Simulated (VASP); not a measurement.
Input of a VASP 6.6.1 run:

Contents of POSCAR:

```
PtS2
1.0
    3.5526240046      0.0000000000      0.0000000000
   -1.7763120023      3.0766626381      0.0000000000
    0.0000000000      0.0000000000      5.1228330609
Pt S
1 2
Direct
    0.0000000000      0.0000000000      0.0000000000
    0.3333333333      0.6666666667      0.2392541205
    0.6666666667      0.3333333333      0.7607458795
```

File INCAR.step1:

```
ALGO     = Normal         # electronic algorithm
EDIFF    = 1E-5           # SCF threshold, eV
ENCUT    = 550            # plane-wave cutoff, eV
GGA      = PE             # functional
GGA_COMPAT= F            
ISMEAR   = -1             # smearing method
LASPH    = T              # aspherical terms in the spheres
LCHARG   = F              # write CHGCAR
LREAL    = F              # projectors in reciprocal space
LWAVE    = T              # write WAVECAR
NBANDS   = 18             # bands
NELM     = 120            # most SCF steps
PREC     = Accurate       # precision mode
SIGMA    = 0.02           # smearing width, eV
```

The input INCAR.step2:

```
ALGO     = Normal         # electronic algorithm
BPARAM   = 11.95        
CPARAM   = 0.0093       
EDIFF    = 1E-6           # SCF threshold, eV
ENCUT    = 550            # plane-wave cutoff, eV
GGA_COMPAT= F            
ISIF     = 2              # what is computed and relaxed
ISMEAR   = -1             # smearing method
ISTART   = 1            
IVDW_NL  = 2            
LASPH    = T              # aspherical terms in the spheres
LCHARG   = F              # write CHGCAR
LMIXTAU  = T            
LREAL    = F              # projectors in reciprocal space
LUSE_VDW = T            
LWAVE    = F              # write WAVECAR
METAGGA  = R2SCAN         # meta-GGA
NBANDS   = 18             # bands
NELM     = 120            # most SCF steps
PREC     = Accurate       # precision mode
SIGMA    = 0.02           # smearing width, eV
```

Contents of KPOINTS:

```
k-points
0
Gamma
  12 12 6
```

Potentials or basis: VASP PAW PBE potentials, release 64 (Pt, S).

Launch:

```bash
$ cat potpaw_PBE.64/Pt/POTCAR potpaw_PBE.64/S/POTCAR > POTCAR
$ cp INCAR.step1 INCAR
$ mpirun -np 1 vasp_std > vasp.out
$ cp INCAR.step2 INCAR
$ mpirun -np 1 vasp_std > vasp.out
```

**Question.** Estimate the pressure.

**Answer.** 0.2 GPa.

**Question.** What does it give for the largest force?

**Answer.** 0.013 eV/Å.

**Question.** Predict the band gap on the k mesh.

**Answer.** 0.85 eV (least direct gap 1.12 eV).

Stress tensor (GPa, compression positive):
```
0.26 0.00 0.00
0.00 0.26 0.00
0.00 0.00 0.13
```

Caveat: the PAW data sets were made with another functional, which shifts forces and pressure a little; spin-orbit coupling is left out, which moves the levels of the heavy elements. r2SCAN opens gaps a little over a GGA but as a rule still falls short of measured ones.
